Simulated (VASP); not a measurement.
Set up this calculation in VASP 6.6.1, as the native input.

- Task: single point
- Functional: PBE
- Potentials or basis: VASP PAW PBE potentials, release 64 (Si, C)
- Cutoff: 520 eV
- k mesh: 2 × 2 × 2, shifted
- Occupations: gaussian, width 0.02 eV
- Spin: no spin polarisation
- Dipole correction: no
- Further INCAR settings: LREAL = Auto; ALGO = Normal; EDIFF = 1e-07; NBANDS = 88

The structure of Si16C17 (a cell with a defect) lies in POSCAR:

```
Si16C17
1.0
    4.3797259441      4.3797259441      4.3797259441
   -4.3797259441      4.3797259441     -4.3797259441
   -4.3797259441     -4.3797259441      4.3797259441
Si C
16 17
Direct
    0.2576335858     -0.0003652055      0.0017654073
    0.2348549916      0.7376245777      0.2260931420
    0.5031268002      0.7508828274      0.0096205791
    0.2512008774      0.5112055020      0.5000865415
    0.5009283750      0.5007878411      0.2499047918
    0.7456283890      0.4884125234     -0.0025926280
    0.2451957072      0.2563518846      0.7490395613
    0.4955566918      0.2560817764      0.4927980717
    0.7583417416      0.2520709090      0.2654395537
    0.0047804361      0.2426833353      0.0025151117
    0.4222812166     -0.0383829952      0.6623398443
    0.7441599181      0.0003652055      0.5110379116
    0.0013411798      0.0007390873      0.2535487412
    0.7600055443      0.7590138156      0.7593665774
   -0.0149855267      0.7436883133      0.4935401273
   -0.0021026430      0.4983653151      0.7485469506
    0.5042492449      0.2531887872      0.2479278416
    0.4741975928     -0.0082910439      0.4555883234
    0.7525061025     -0.0008227684      0.2598011872
    0.5201548063      0.7710084017      0.7749140114
    0.7440785203      0.7484311900      0.5020178267
   -0.0063208293      0.7435844255      0.2465673683
    0.4990715236      0.4968058568     -0.0008313306
    0.7477524945      0.4953220881      0.7490779199
    0.0026659202      0.5059023163      0.5063715238
    0.2557133744      0.5039622406      0.2499135823
    0.7748052146      0.2537190715      0.0310908723
   -0.0017390358      0.2524696783      0.7530714346
    0.2516154011      0.2608388092      0.5034203117
    0.0160907328     -0.0008851010      0.0109236287
    0.2323308611     -0.0009650147      0.7413721866
    0.2470318951      0.7441281810     -0.0115259495
    0.6726321550      0.0252464427     -0.1604235080
```

These files were run (other wordings do the same):

INCAR

```
PREC = Accurate ; ENCUT = 520
EDIFF = 1E-7 ; ISMEAR = 0
SIGMA = 0.02 ; LREAL = Auto
LASPH = T ; NELM = 80
ALGO = Normal ; ISIF = 2
LWAVE = F ; LCHARG = T
GGA = PE ; LELF = T
LVHAR = T ; NBANDS = 88
```

KPOINTS

```
Automatic mesh
0
Gamma
  2 2 2
  0.5 0.5 0.5
```

Potentials or basis: VASP PAW PBE potentials, release 64 (Si, C).

The run is started by

```bash
$ cat potpaw_PBE.64/Si/POTCAR potpaw_PBE.64/C/POTCAR > POTCAR
$ mpirun -np 1 vasp_std > vasp.out
```

It gave:

The pressure is 4.9 GPa and the largest force is 0.026 eV/Å. The band gap on the k mesh is 1.01 eV.

It took 7.5 min on 1 thread of AMD EPYC 7R13, with other jobs on the host, peak memory 0.4 GiB.
